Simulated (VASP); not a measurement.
# AlN (F-43m) in VASP: a series of runs, part 2 of 2

VASP 6.6.1.

**4. Single point, LDA**

This run uses another cell than the first one, of 10.14 Å³/atom, 0.981 times its volume.

The input, INCAR:

```
  PREC = Accurate
  ENCUT = 520
  EDIFF = 1E-6
  ISMEAR = 0
  SIGMA = 0.01
  LREAL = F
  LASPH = T
  NELM = 80
  ALGO = Normal
  ISIF = 2
  LWAVE = F
  LCHARG = F
  GGA = CA
  NBANDS = 11
```

The input, KPOINTS:

```
Automatic mesh
0
Gamma
  10 10 10
```

The input, POSCAR:

```
AlN
1.0
    2.1643823172      2.1643823172      0.0000000000
   -2.1643823172      2.1643823172      0.0000000000
    0.0000000000      2.1643823172      2.1643823172
Al N
1 1
Direct
    0.0000000000      0.0000000000      0.0000000000
    0.2500000000      0.7500000000      0.5000000000
```

Potentials or basis: VASP PAW LDA potentials, release 64 (Al, N).

Launch:

```
$ cat potpaw_LDA.64/Al/POTCAR potpaw_LDA.64/N/POTCAR > POTCAR
$ mpirun -np 1 vasp_std > vasp.out
```

OUTCAR:

```text
PREC = Accurate
   ENCUT = 520
   EDIFF = 1E-6
   ISMEAR = 0
   LREAL = F
   LASPH = T
   NELM = 80
   ISIF = 2
   GGA = CA

 ion  position               nearest neighbor table
   1  0.000  0.000  0.000-   2 1.87   2 1.87   2 1.87   2 1.87
   2  0.250  0.750  0.500-   1 1.87   1 1.87   1 1.87   1 1.87

  LATTYP: Found a face centered cubic cell.
 ALAT       =     4.3287646344

  Lattice vectors:

 A1 = (   0.0000000000,   2.1643823172,   2.1643823172)
 A2 = (   2.1643823172,   0.0000000000,   2.1643823172)
 A3 = (   2.1643823172,   2.1643823172,   0.0000000000)

Analysis of symmetry for initial positions (statically):
=====================================================================
 Subroutine PRICEL returns:
 Original cell was already a primitive cell.

 Routine SETGRP: Setting up the symmetry group for a
 face centered cubic supercell.

 Subroutine GETGRP returns: Found 24 space group operations
 (whereof 24 operations were pure point group operations)
 out of a pool of 48 trial point group operations.

The static configuration has the point symmetry T_d .

Analysis of symmetry for dynamics (positions and initial velocities):
=====================================================================
 Subroutine PRICEL returns:
 Original cell was already a primitive cell.

 Routine SETGRP: Setting up the symmetry group for a
 face centered cubic supercell.

 Subroutine GETGRP returns: Found 24 space group operations
 (whereof 24 operations were pure point group operations)
 out of a pool of 48 trial point group operations.

The dynamic configuration has the point symmetry T_d .

 Subroutine INISYM returns: Found 24 space group operations
 (whereof 24 operations are pure point group operations),
 and found     1 'primitive' translations

----------------------------------------------------------------------------------------

                                     Primitive cell

  volume of cell :      20.2783

  direct lattice vectors                    reciprocal lattice vectors
     2.164382317  2.164382317  0.000000000     0.231012791  0.231012791 -0.231012791
    -2.164382317  2.164382317  0.000000000    -0.231012791  0.231012791 -0.231012791
     0.000000000  2.164382317  2.164382317     0.000000000  0.000000000  0.462025582

  length of vectors
     3.060898827  3.060898827  3.060898827     0.400125891  0.400125891  0.462025582

  position of ions in fractional coordinates (direct lattice)
     0.000000000  0.000000000  0.000000000
     0.250000000  0.750000000  0.500000000

  ion indices of the primitive-cell ions
   primitive index   ion index
                 1           1
                 2           2

----------------------------------------------------------------------------------------

 KPOINTS: Automatic mesh

Automatic generation of k-mesh.
 Grid dimensions read from file:
 generate k-points for:   10   10   10

 Generating k-lattice:

  Cartesian coordinates                     Fractional coordinates (reciprocal lattice)
     0.023101279  0.023101279 -0.023101279     0.100000000  0.000000000  0.000000000
    -0.023101279  0.023101279 -0.023101279     0.000000000  0.100000000  0.000000000
     0.000000000  0.000000000  0.046202558     0.000000000  0.000000000  0.100000000

  Length of vectors
     0.040012589  0.040012589  0.046202558

  Shift w.r.t. Gamma in fractional coordinates (k-lattice)
     0.000000000  0.000000000  0.000000000

 Subroutine IBZKPT returns following result:
 ===========================================

 Found     47 irreducible k-points:

 Following reciprocal coordinates:
            Coordinates               Weight
  0.000000  0.000000  0.000000      1.000000
  0.100000  0.000000  0.000000      8.000000
  0.200000  0.000000  0.000000      8.000000
  0.300000  0.000000  0.000000      8.000000
  0.400000  0.000000  0.000000      8.000000
  0.500000  0.000000  0.000000      4.000000
[... 16 lines left out ...]
  0.300000  0.300000  0.000000     12.000000
  0.400000  0.300000  0.000000     24.000000
 [... further k-points ...]
   k-points           NKPTS =     47   k-points in BZ     NKDIM =     47   number of bands    NBANDS=     11
   number of dos      NEDOS =    301   number of ions     NIONS =      2
   total plane-waves  NPLWV =  13824
   dimension x,y,z NGX =    24 NGY =   24 NGZ =   24
   dimension x,y,z NGXF=    48 NGYF=   48 NGZF=   48
   ions per type =               1   1
   NGX,Y,Z   is equivalent  to a cutoff of  13.04, 13.04, 13.04 a.u.
   NGXF,Y,Z  is equivalent  to a cutoff of  26.07, 26.07, 26.07 a.u.
 SYSTEM =  unknown system
   PREC   = accura    normal or accurate (medium, high low for compatibility)
   ISTART =      0    job   : 0-new  1-cont  2-samecut
   ICHARG =      2    charge: 1-file 2-atom 10-const
   ISPIN  =      1    spin polarized calculation?
   LNONCOLLINEAR =      F non collinear calculations
   LSORBIT =      F    spin-orbit coupling
   LASPH  =      T    aspherical Exc in radial PAW
   ENCUT  =  520.0 eV  38.22 Ry    6.18 a.u.   5.69  5.69  5.69*2*pi/ulx,y,z
   NELM   =     80;   NELMIN=  2; NELMDL= -5     # of ELM steps
   EDIFF  = 0.1E-05   stopping-criterion for ELM
   LREAL  =      F    real-space projection
   EDIFFG = 0.1E-04   stopping-criterion for IOM
   NSW    =      0    number of steps for IOM
   IBRION =     -1    ionic relax: 0-MD 1-quasi-New 2-CG
   NFREE  =      0    steps in history (QN), initial steepest desc. (CG)
   ISIF   =      2    stress and relaxation
   ISYM   =      2    0-nonsym 1-usesym 2-fastsym
   POTIM  = 0.5000    time-step for ionic-motion
   TEBEG  =    0.0;   TEEND  =   0.0 temperature during run
   PSTRESS=    0.0 pullay stress
   NELECT =       8.0000    total number of electrons
   NUPDOWN=      -1.0000    fix difference up-down
   EMIN   =  10.00;   EMAX   =-10.00  energy-range for DOS
   EFERMI =   0.00;   METHOD = LEGACY
   ISMEAR =     0;   SIGMA  =   0.01  broadening in eV -4-tet -1-fermi 0-gaus
   EFERMI_NEDOS =   21; number of points for ismear=-14 and -15
   IALGO  =     38    algorithm
   IMIX   =      4    mixing-type and parameters
     AMIX     =   0.40;   BMIX     =  1.00
     AMIX_MAG =   1.60;   BMIX_MAG =  1.00
  volume/ion in A,a.u.               =      10.14        68.42
  Fermi-wavevector in a.u.,A,eV,Ry     =   1.200681  2.268957 19.614622  1.441634
  Thomas-Fermi vector in A             =   2.336510
   LORBIT       =      0    0 simple, 1 ext, 2 COOP (PROOUT), +10 PAW based schemes
   GGA     = CA    functional components
   LHFCALC =     F    Hartree Fock is set to
   AEXX    =    0.0000 exact exchange contribution
   IVDW    =     0    specifies the selected vdW correction
   LEPSILON=     F    determine dielectric tensor
   LRPA    =     F    only Hartree local field effects (RPA)
 non-spin polarized calculation
 Gauss-broadening in eV      SIGMA  =   0.01
  energy-cutoff  :      520.00
  volume of cell :       20.28
 maximum number of plane-waves:       568
   NGX = 11   NGY = 11   NGZ = 11

 number of electron       8.0000000 magnetization

 Free energy of the ion-electron system (eV)
  ---------------------------------------------------
  ext. energy  EPLUGINS =         0.00000000
  ---------------------------------------------------
  free energy    TOTEN  =       -16.37337814 eV

  energy without entropy =      -16.37337814  energy(sigma->0) =      -16.37337814

 E-fermi :   6.0890     XC(G=0): -11.3847

 val. band max:        5.9670663849   @ k =   0.0000   0.0000   0.0000
 cond. band min:       9.2015361699   @ k =   0.5000   0.5000   0.0000
 fundamental gap:      3.2344697849
 Fermi energy:         6.0890310630

 k-point     1 :       0.0000    0.0000    0.0000
  band No.  band energies     occupation
      1      -9.0157      2.00000
      2       5.9671      2.00000
      3       5.9671      2.00000
      4       5.9671      2.00000
      5      10.4451      0.00000
      6      18.5678      0.00000
      7      18.5678      0.00000
      8      18.5678      0.00000
      9      23.7054      0.00000
     10      23.7054      0.00000
     11      25.1433      0.00000
[... 309 lines left out ...]
 k-point    24 :       0.4000    0.3000    0.0000
  band No.  band energies     occupation
      1      -6.2562      2.00000
      2       1.2896      2.00000
      3       2.5443      2.00000
      4       4.7502      2.00000
      5      11.7353      0.00000
      6      16.1667      0.00000
      7      18.7615      0.00000
      8      19.5676      0.00000
      9      21.8450      0.00000
     10      25.3122      0.00000
     11      30.3375      0.00000

 [... further k-points ...]
[... 5 lines left out ...]
  --------------------------------------------------------------------------------------
  -------------------------------------------------------------------------------------
  Total        0.3375626      0.3375626      0.3375626      0.0000000     -0.0000000     -0.0000000
  in kB       26.6706152     26.6706152     26.6706152      0.0000000     -0.0000000     -0.0000000
  external PRESSURE =      26.6706152 kB  Pullay stress =       0.0000000 kB

 VOLUME and BASIS-vectors are now :
 -----------------------------------------------------------------------------
  energy-cutoff  :      520.00
  volume of cell :       20.28
      direct lattice vectors                 reciprocal lattice vectors
     2.164382317  2.164382317  0.000000000     0.231012791  0.231012791 -0.231012791
    -2.164382317  2.164382317  0.000000000    -0.231012791  0.231012791 -0.231012791
     0.000000000  2.164382317  2.164382317     0.000000000  0.000000000  0.462025582

 POSITION                                       TOTAL-FORCE (eV/Angst)
 -----------------------------------------------------------------------------------
      0.00000      0.00000      0.00000         0.000000     -0.000000      0.000000
     -1.08219      3.24657      1.08219        -0.000000      0.000000      0.000000
 -----------------------------------------------------------------------------------
    total drift:                                0.000000      0.000000      0.000000

  FREE ENERGIE OF THE ION-ELECTRON SYSTEM (eV)
  ---------------------------------------------------
  free  energy   TOTEN  =       -16.3733781426 eV

  energy  without entropy=      -16.3733781426  energy(sigma->0) =      -16.37337814
```

stdout:

```text
POSCAR found type information on POSCAR AlN
 POSCAR found :  2 types and       2 ions
 scaLAPACK will be used
 LDA part: xc-table for (Slater(with rela. corr.)+CA(PZ))
 , standard interpolation
 POSCAR, INCAR and KPOINTS ok, starting setup
 FFT: planning ... GRIDC
 FFT: planning ... GRID_SOFT
 FFT: planning ... GRID
 WAVECAR not read
 entering main loop
```

Run time: 3.9 s. Hardware: 1 thread of Intel Xeon Platinum 8488C (Sapphire Rapids), shared host; peak memory 0.12 GiB.

What came out:

* Free energy: -16.3734 eV
* Pressure: 2.7 GPa
* Band gap on the k mesh: 3.23 eV, indirect (least direct gap 4.48 eV)

Levels at points of the mesh, in eV from the valence-band top:
| k point | band 1 | band 2 | band 3 | band 4 | band 5 | band 6 | band 7 | band 8 | band 9 |
| --- | --- | --- | --- | --- | --- | --- | --- | --- | --- |
| (0.00, 0.00, 0.00) | -14.98 | 0.00 | 0.00 | 0.00 | 4.48 | 12.60 | 12.60 | 12.60 | 17.74 |
| (0.50, 0.00, 0.00) | -12.78 | -6.02 | -0.49 | -0.49 | 7.52 | 9.95 | 11.13 | 11.13 | 18.10 |
| (0.50, 0.50, 0.00) | -12.09 | -5.04 | -1.82 | -1.82 | 3.23 | 8.57 | 14.12 | 15.82 | 15.82 |

A k mesh can miss the band edges.

**5. Single point, LDA**

This run uses another cell than the first one, of 10.05 Å³/atom, 0.972 times its volume.

The input, INCAR:

```
SYSTEM = AlN
PREC = Accurate
ENCUT = 520
EDIFF = 1E-7
ISMEAR = 0
SIGMA = 0.01
LREAL = .False.
LASPH = .True.
NELM = 100
ALGO = Normal
ISIF = 2
LWAVE = .False.
LCHARG = .True.
GGA = CA
LELF = .True.
LVHAR = .True.
NBANDS = 11
```

The input, KPOINTS:

```
regular mesh
0
Gamma
  10 10 10
  0 0 0
```

The input, POSCAR:

```
AlN
1.0
    2.1578910866      2.1578910866      0.0000000000
   -2.1578910866      2.1578910866      0.0000000000
    0.0000000000      2.1578910866      2.1578910866
Al N
1 1
Direct
    0.0000000000      0.0000000000      0.0000000000
    0.2500000000      0.7500000000      0.5000000000
```

Launch:

```
$ cat potpaw_LDA.64/Al/POTCAR potpaw_LDA.64/N/POTCAR > POTCAR
$ mpirun -np 1 vasp_std > vasp.out
```

Run time: 4.4 s. Hardware: 1 thread of Intel Xeon Platinum 8488C (Sapphire Rapids), shared host; peak memory 0.12 GiB.

It converged, with:

```
Free energy            : -16.3691 eV
Pressure               : 4.7 GPa
Band gap on the k mesh : 3.24 eV, indirect (least direct gap 4.56 eV)
```

Levels at points of the mesh, in eV from the valence-band top:
```tsv
k point	band 1	band 2	band 3	band 4	band 5	band 6	band 7	band 8	band 9
(0.00, 0.00, 0.00)	-15.04	0.00	0.00	0.00	4.56	12.69	12.69	12.69	17.81
(0.50, 0.00, 0.00)	-12.81	-6.06	-0.49	-0.49	7.60	10.01	11.19	11.19	18.22
(0.50, 0.50, 0.00)	-12.11	-5.07	-1.83	-1.83	3.24	8.63	14.24	15.94	15.94
```

A k mesh can miss the band edges. As with any semilocal functional, this LDA gap is likely too small.

**6. The runs side by side**

| cell | gap on the mesh (eV) | pressure (GPa) |
| --- | --- | --- |
| a = 3.080 Å, angles 60.0, 60.0, 90.0°, 2 atoms | 3.23 | -1.4 |
| a = 3.061 Å, angles 60.0, 60.0, 90.0°, 2 atoms | 3.23 | 2.7 |
| a = 3.052 Å, angles 60.0, 60.0, 90.0°, 2 atoms | 3.24 | 4.7 |

Alike in all rows: task single point; level LDA; potentials or basis VASP PAW LDA potentials, release 64 (Al, N); no spin polarisation; k mesh 10 × 10 × 10; cutoff (eV) 520; smearing gaussian 0.01 eV.

Total energies depend on the potentials used, so only differences within one code and one set of settings carry meaning.
